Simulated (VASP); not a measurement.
MoAs3:

```xyz
4
Lattice="-2.0203 2.0203 4.2120 2.0203 -2.0203 4.2120 2.0203 2.0203 -4.2120" Properties=species:S:1:pos:R:3 pbc="T T T"
Mo    0.0000    0.0000    0.0000
As    0.0000    0.0000    4.2120
As    2.0203    0.0000    2.1060
As    0.0000    2.0203    2.1060
```

```yaml
Program: VASP 6.6.1
Task: relaxation of cell and atoms
Functional: PBE
Potentials_or_basis: VASP PAW PBE potentials, release 64 (Mo_sv, As)
Cutoff: 600 eV
k_mesh: 16 × 16 × 16
Occupations: gaussian, width 0.1 eV
Spin: no spin polarisation
```

At the start: pressure 0.2 GPa; volume 17.19 Å³/atom.

Question: Where does the relaxation end?

Answer: Over 9 steps the energy falls by 4.9 meV/atom and the volume is 17.17 Å³/atom (-0.1 %); space group I4/mmm (No. 139, to 0.1 Å) before and after.

Step by step:
| step | energy change (eV) | largest force (eV/Å) | pressure (GPa) | volume (Å³) |
| --- | --- | --- | --- | --- |
| 1 | 0.0000 | 0.0000 | 0.17 | 68.77 |
| 2 | -0.0065 | 0.0000 | -0.21 | 68.94 |
| 3 | -0.0155 | 0.0000 | -1.20 | 69.43 |
| 4 | -0.0190 | 0.0000 | -0.37 | 68.92 |
| 5 | -0.0194 | 0.0000 | -0.01 | 68.69 |
| 6 | -0.0194 | 0.0000 | 0.11 | 68.62 |
| 7 | -0.0194 | 0.0000 | 0.08 | 68.64 |
| 8 | -0.0195 | 0.0000 | 0.08 | 68.65 |
| 9 | -0.0195 | 0.0000 | 0.01 | 68.68 |

Final structure:
```yaml
crystal:
  lattice:
    - [-2.06218, 2.06218, 4.03775]
    - [2.06218, -2.06218, 4.03775]
    - [2.06218, 2.06218, -4.03775]
  atoms:
    - { symbol: Mo, position: [0.00000, 0.00000, 0.00000] }
    - { symbol: As, position: [0.50000, 0.50000, 0.00000] }
    - { symbol: As, position: [0.25000, 0.75000, 0.50000] }
    - { symbol: As, position: [0.75000, 0.25000, 0.50000] }
```
